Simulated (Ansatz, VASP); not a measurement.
**BN: VASP beside Ansatz**

```
CELL_PARAMETERS angstrom
2.42422 0.00000 0.00000
-1.21211 2.09943 0.00000
0.00000 0.00000 7.68331
ATOMIC_POSITIONS crystal
B 0.33333 0.66667 0.25000
B 0.66667 0.33333 0.75000
N 0.33333 0.66667 0.75000
N 0.66667 0.33333 0.25000
```

Alike in both runs: task single point; functional PBEsol; k mesh 12 × 12 × 4; occupations gaussian, width 0.05 eV; no spin polarisation.

|  | VASP | Ansatz |
| --- | --- | --- |
| version | VASP 6.6.1 | Ansatz 0.2.0 |
| potentials or method | VASP PAW PBE potentials, release 64 (B, N), cutoff 520 eV | scalar-relativistic, plane waves, PAW |
| valence electrons in the cell | 16 | 16 |

```csv
,VASP,Ansatz,Ansatz less VASP
gap on the k mesh at the Fermi level (eV),4.39,4.39,+0.006
least direct gap on the mesh (eV),4.86,4.86,+0.003
pressure (GPa),23.5,23.1,-0.44
"traceless stress, the component that is largest in VASP (GPa)",-23.94,-23.35,+0.592
```

VASP's potentials were made for PBE, not for PBEsol, and Ansatz warns of the same on its side.
